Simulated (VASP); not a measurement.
# Ta (Fm-3m) in VASP: single point with PBE

Aim: the single point of Ta with PBE.

All numbers are computed with VASP 6.6.1; they aren't measurements. Logs are shortened: lines on timing, memory, paths and dates and some standing lists are left out, and cuts for length are marked.

### Step 1. The cell of the first run

Symmetry: Fm-3m, No. 225, cubic system. Conventional cell: a = 4.221 Å, b = 4.221 Å, c = 4.221 Å, α = 90.00°, β = 90.00°, γ = 90.00°. Within 3.9 Å of Ta (site symmetry m-3m) lie 12 Ta at 2.98 Å.

This isn't the form of Ta at room conditions, which is bcc.

### Step 2. Single point, PBE, non-collinear spin, zero start, spin-orbit coupling

Contents of INCAR:

```
PREC = Accurate
ENCUT = 500
EDIFF = 1E-6
ISMEAR = -1
SIGMA = 0.15
LREAL = False
LASPH = True
NELM = 200
ALGO = Normal
ISIF = 2
LWAVE = False
LCHARG = False
LNONCOLLINEAR = True
MAGMOM = 0 0 0
LORBIT = 11
LSORBIT = True
GGA_COMPAT = False
LORBMOM = True
LMAXMIX = 4
GGA = PE
NBANDS = 24
```

Contents of KPOINTS:

```
Automatic mesh
0
Gamma
  4 4 4
```

Contents of POSCAR:

```
Ta
1.0
    0.0000000000      2.1105000000      2.1105000000
    2.1105000000      0.0000000000      2.1105000000
    2.1105000000      2.1105000000      0.0000000000
Ta
1
Direct
    0.0000000000      0.0000000000      0.0000000000
```

Potentials or basis: VASP PAW PBE potentials, release 64 (Ta_sv_GW).

Launch:

```console
$ cat potpaw_PBE.64/Ta_sv_GW/POTCAR > POTCAR
$ mpirun -np 1 vasp_ncl > vasp.out
```

OUTCAR:

```text
PREC = Accurate
   ENCUT = 500
   EDIFF = 1E-6
   ISMEAR = -1
   LREAL = False
   LASPH = True
   NELM = 200
   ISIF = 2
   LNONCOLLINEAR = True
   LORBIT = 11
   LSORBIT = True
   GGA = PE

 ion  position               nearest neighbor table
   1  0.000  0.000  0.000-

  LATTYP: Found a face centered cubic cell.
 ALAT       =     4.2210000000

  Lattice vectors:

 A1 = (   0.0000000000,   2.1105000000,   2.1105000000)
 A2 = (   2.1105000000,   0.0000000000,   2.1105000000)
 A3 = (   2.1105000000,   2.1105000000,   0.0000000000)

Analysis of symmetry for initial positions (statically):
=====================================================================
 Subroutine PRICEL returns:
 Original cell was already a primitive cell.

 Routine SETGRP: Setting up the symmetry group for a
 face centered cubic supercell.

 Subroutine GETGRP returns: Found 48 space group operations
 (whereof 48 operations were pure point group operations)
 out of a pool of 48 trial point group operations.

The static configuration has the point symmetry O_h .

Analysis of symmetry for dynamics (positions and initial velocities):
=====================================================================
 Subroutine PRICEL returns:
 Original cell was already a primitive cell.

 Routine SETGRP: Setting up the symmetry group for a
 face centered cubic supercell.

 Subroutine GETGRP returns: Found 48 space group operations
 (whereof 48 operations were pure point group operations)
 out of a pool of 48 trial point group operations.

The dynamic configuration has the point symmetry O_h .

Analysis of structural, dynamic, and magnetic symmetry:
=====================================================================
 Subroutine PRICEL returns:
 Original cell was already a primitive cell.

 Routine SETGRP: Setting up the symmetry group for a
 face centered cubic supercell.

 Subroutine GETGRP returns: Found 48 space group operations
 (whereof 48 operations were pure point group operations)
 out of a pool of 48 trial point group operations.

The overall configuration has the point symmetry O_h .

 Subroutine INISYM returns: Found 48 space group operations
 (whereof 48 operations are pure point group operations),
 and found     1 'primitive' translations

----------------------------------------------------------------------------------------

                                     Primitive cell

  volume of cell :      18.8012

  direct lattice vectors                    reciprocal lattice vectors
     0.000000000  2.110500000  2.110500000    -0.236910685  0.236910685  0.236910685
     2.110500000  0.000000000  2.110500000     0.236910685 -0.236910685  0.236910685
     2.110500000  2.110500000  0.000000000     0.236910685  0.236910685 -0.236910685

  length of vectors
     2.984697723  2.984697723  2.984697723     0.410341343  0.410341343  0.410341343

  position of ions in fractional coordinates (direct lattice)
     0.000000000  0.000000000  0.000000000

  ion indices of the primitive-cell ions
   primitive index   ion index
                 1           1

----------------------------------------------------------------------------------------

 KPOINTS: Automatic mesh

Automatic generation of k-mesh.
 Grid dimensions read from file:
 generate k-points for:    4    4    4

 Generating k-lattice:

  Cartesian coordinates                     Fractional coordinates (reciprocal lattice)
    -0.059227671  0.059227671  0.059227671     0.250000000  0.000000000  0.000000000
     0.059227671 -0.059227671  0.059227671     0.000000000  0.250000000  0.000000000
     0.059227671  0.059227671 -0.059227671     0.000000000  0.000000000  0.250000000

  Length of vectors
[... 36 lines left out ...]
   ENCUT  =  500.0 eV  36.75 Ry    6.06 a.u.   5.44  5.44  5.44*2*pi/ulx,y,z
   NELM   =    200;   NELMIN=  2; NELMDL= -5     # of ELM steps
   EDIFF  = 0.1E-05   stopping-criterion for ELM
   LREAL  =      F    real-space projection
   EDIFFG = 0.1E-04   stopping-criterion for IOM
   NSW    =      0    number of steps for IOM
   IBRION =     -1    ionic relax: 0-MD 1-quasi-New 2-CG
   NFREE  =      0    steps in history (QN), initial steepest desc. (CG)
   ISIF   =      2    stress and relaxation
   ISYM   =      2    0-nonsym 1-usesym 2-fastsym
   POTIM  = 0.5000    time-step for ionic-motion
   TEBEG  =    0.0;   TEEND  =   0.0 temperature during run
   PSTRESS=    0.0 pullay stress
   NELECT =      13.0000    total number of electrons
   NUPDOWN=      -1.0000    fix difference up-down
   EMIN   =  10.00;   EMAX   =-10.00  energy-range for DOS
   EFERMI =   0.00;   METHOD = LEGACY
   ISMEAR =    -1;   SIGMA  =   0.15  broadening in eV -4-tet -1-fermi 0-gaus
   EFERMI_NEDOS =   21; number of points for ismear=-14 and -15
   IALGO  =     38    algorithm
   IMIX   =      4    mixing-type and parameters
     AMIX     =   0.40;   BMIX     =  1.00
     AMIX_MAG =   1.60;   BMIX_MAG =  1.00
  volume/ion in A,a.u.               =      18.80       126.88
  Fermi-wavevector in a.u.,A,eV,Ry     =   1.447640  2.735643 28.513209  2.095662
  Thomas-Fermi vector in A             =   2.565572
   LORBIT       =     11    0 simple, 1 ext, 2 COOP (PROOUT), +10 PAW based schemes
   GGA     = PE    functional components
   LHFCALC =     F    Hartree Fock is set to
   AEXX    =    0.0000 exact exchange contribution
   IVDW    =     0    specifies the selected vdW correction
   LEPSILON=     F    determine dielectric tensor
   LRPA    =     F    only Hartree local field effects (RPA)
  energy-cutoff  :      500.00
  volume of cell :       18.80
 maximum number of plane-waves:      1062
 NGX is ok and might be reduce to    24
   NGX = 11   NGY = 11   NGZ = 11

 number of electron      13.0000000 magnetization       0.0000000      0.0000000      0.0000000

 number of electron      12.9999999 magnetization      -0.0000000      0.0000000      0.0000000

 number of electron      12.9999999 magnetization       0.0000000     -0.0000000     -0.0000000

 Free energy of the ion-electron system (eV)
  ---------------------------------------------------
  ext. energy  EPLUGINS =         0.00000000
  ---------------------------------------------------
  free energy    TOTEN  =       -15.59636769 eV

  energy without entropy =      -15.50451717  energy(sigma->0) =      -15.55044243

 E-fermi :  10.2063     XC(G=0): -12.7885

 val. band max:       10.0564860422   @ k =   0.5000   0.2500   0.0000
 cond. band min:      10.3152456929   @ k =   0.5000   0.0000   0.0000
 fundamental gap:      0.2587596507
 Fermi energy:        10.2062808136

 k-point     1 :       0.0000    0.0000    0.0000
  band No.  band energies     occupation
      1     -57.3485      1.00000
      2     -57.3485      1.00000
      3     -28.9958      1.00000
      4     -28.9958      1.00000
      5     -20.7676      1.00000
      6     -20.7676      1.00000
[... 205 lines left out ...]
     23      21.1125      0.00000
     24      21.1125      0.00000

------------------------ aborting loop because EDIFF is reached ----------------------------------------

  FORCE on cell =-STRESS in cart. coord.  units (eV):
  Direction    XX          YY          ZZ          XY          YZ          ZX
  --------------------------------------------------------------------------------------
  -------------------------------------------------------------------------------------
  Total       -0.0338400     -0.0338400     -0.0338400     -0.0000000      0.0000000      0.0000000
  in kB       -2.8837298     -2.8837298     -2.8837298     -0.0000000      0.0000000      0.0000000
  external PRESSURE =      -2.8837298 kB  Pullay stress =       0.0000000 kB

 VOLUME and BASIS-vectors are now :
 -----------------------------------------------------------------------------
  energy-cutoff  :      500.00
  volume of cell :       18.80
      direct lattice vectors                 reciprocal lattice vectors
     0.000000000  2.110500000  2.110500000    -0.236910685  0.236910685  0.236910685
     2.110500000  0.000000000  2.110500000     0.236910685 -0.236910685  0.236910685
     2.110500000  2.110500000  0.000000000     0.236910685  0.236910685 -0.236910685

 POSITION                                       TOTAL-FORCE (eV/Angst)
 -----------------------------------------------------------------------------------
      0.00000      0.00000      0.00000        -0.000000     -0.000000     -0.000000
 -----------------------------------------------------------------------------------
    total drift:                                0.000000      0.000000     -0.000000

  FREE ENERGIE OF THE ION-ELECTRON SYSTEM (eV)
  ---------------------------------------------------
  free  energy   TOTEN  =       -15.5963676944 eV

  energy  without entropy=      -15.5045171711  energy(sigma->0) =      -15.55044243

 orbital moment (x)

 # of ion     p       d       f       tot
 ------------------------------------------------
  1        -0.000   0.000  -0.000   0.000
 ------------------------------------------------
           -0.000   0.000  -0.000   0.000

 orbital moment (y)

 # of ion     p       d       f       tot
 ------------------------------------------------
  1         0.000   0.000   0.000   0.000
 ------------------------------------------------
            0.000   0.000   0.000   0.000

 orbital moment (z)

 # of ion     p       d       f       tot
 ------------------------------------------------
  1         0.000  -0.000   0.000  -0.000
 ------------------------------------------------
            0.000  -0.000   0.000  -0.000

 Spin-Orbit-Coupling matrix elements

 Ion:    1  E_soc:     -2.8794531
 l=   1
     0.0000000    -0.4552250    -0.4552250
    -0.4552250     0.0000000    -0.4552250
    -0.4552250    -0.4552250     0.0000000
 l=   2
     0.0000000    -0.0060430     0.0000000    -0.0060430    -0.0186902
    -0.0060430     0.0000000    -0.0140177    -0.0060430    -0.0046726
     0.0000000    -0.0140177     0.0000000    -0.0140177     0.0000000
    -0.0060430    -0.0060430    -0.0140177     0.0000000    -0.0046726
    -0.0186902    -0.0046726     0.0000000    -0.0046726     0.0000000
 l=   3
     0.0000000     0.0000072     0.0000000     0.0000000     0.0000000     0.0000083     0.0000211
     0.0000072     0.0000000     0.0000119     0.0000000     0.0000119     0.0000191     0.0000072
     0.0000000     0.0000119     0.0000000     0.0000132     0.0000093     0.0000089     0.0000000
     0.0000000     0.0000000     0.0000132     0.0000000     0.0000132     0.0000000     0.0000000
     0.0000000     0.0000119     0.0000093     0.0000132     0.0000000     0.0000089     0.0000000
     0.0000083     0.0000191     0.0000089     0.0000000     0.0000089     0.0000000     0.0000083
     0.0000211     0.0000072     0.0000000     0.0000000     0.0000000     0.0000083     0.0000000

 total charge

# of ion       s       p       d       f       tot
--------------------------------------------------
    1        3.556   6.023   2.248   0.029  11.855

 magnetization (x)

# of ion       s       p       d       f       tot
--------------------------------------------------
    1        0.000   0.000   0.000   0.000   0.000

 magnetization (y)

# of ion       s       p       d       f       tot
--------------------------------------------------
    1        0.000  -0.000  -0.000   0.000  -0.000

 magnetization (z)

# of ion       s       p       d       f       tot
--------------------------------------------------
    1        0.000   0.000  -0.000  -0.000   0.000
```

It took 15 s on 1 thread of AMD EPYC 7R13 (Zen 3), shared host; peak memory 0.17 GiB.

What came out:

```
Free energy                                           : -15.5964 eV
Pressure                                              : -0.3 GPa
Net moment                                            : 0.00 μB per cell
Valence electrons inside the program's atomic spheres : Ta 11.86
```

Moments on the atoms (μB; x, y, z):
```
Ta  0.00 0.00 0.00
```

Caveat: the k points lie up to 0.64 Å⁻¹ apart.
